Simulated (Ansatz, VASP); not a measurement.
Two plane-wave programs on AsPb2

Contents of INCAR:

```
SYSTEM = AsPb2
PREC = Accurate ; ENCUT = 500
EDIFF = 1E-6 ; ISMEAR = 0
SIGMA = 0.1 ; LREAL = .FALSE.
LASPH = .TRUE. ; NELM = 120
ALGO = Normal ; ISIF = 2
LWAVE = .FALSE. ; LCHARG = .FALSE.
GGA = PE ; NBANDS = 24
GGA_COMPAT = .FALSE.
```

KPOINTS

```
regular mesh
0
G
  4 4 4
  0 0 0
```

File POSCAR:

```
AsPb2
1.0
    0.0000000000      3.5599457300      3.5599457300
    3.5599457300      0.0000000000      3.5599457300
    3.5599457300      3.5599457300      0.0000000000
As Pb
1 2
Direct
    0.0000000000      0.0000000000      0.0000000000
    0.2500000000      0.2500000000      0.2500000000
    0.7500000000      0.7500000000      0.7500000000
```

Input for Ansatz:

```yaml
crystal:
  lattice:
    - [0.0, 3.55994573, 3.55994573]
    - [3.55994573, 0.0, 3.55994573]
    - [3.55994573, 3.55994573, 0.0]
  atoms:
    - { symbol: As, position: [0.0, 0.0, 0.0] }
    - { symbol: Pb, position: [0.25, 0.25, 0.25] }
    - { symbol: Pb, position: [0.75, 0.75, 0.75] }
basis:
  ecutwfc: 420
kpoints:
  mp_grid: { grid: [4, 4, 4] }
hamiltonian:
  xc: pbe
scf:
  occupations: { method: gaussian, width: 0.1 }
  lower_state_search: "off"
output:
  forces: true
  stress: true
  eigenvalues: true
```

Change from the starting cell: species swapped into the Al2Au type (Fm-3m, No. 225).

Alike in both runs: task single point; functional PBE; k mesh 4 × 4 × 4; occupations gaussian, width 0.1 eV; no spin polarisation.

|  | VASP | Ansatz |
| --- | --- | --- |
| version | VASP 6.6.1 | Ansatz 0.2.0 |
| potentials or method | VASP PAW PBE potentials, release 64 (As, Pb_d), cutoff 500 eV | scalar-relativistic, plane waves, PAW |
| valence electrons in the cell | 33 | 43 |

|  | VASP | Ansatz | Ansatz less VASP |
| --- | --- | --- | --- |
| gap on the k mesh at the Fermi level (eV) | none | none | - |
| pressure (GPa) | 2.8 | 2.8 | +0.02 |

A gap of «none» marks a metal or a gap that the smearing closes. VASP's potentials hold 33 valence electrons a cell and Ansatz's 43, so a difference there can come from the potentials and not from the codes.

The k mesh is coarse, so the values compare programs but aren't converged. Neither program's run includes spin-orbit coupling.
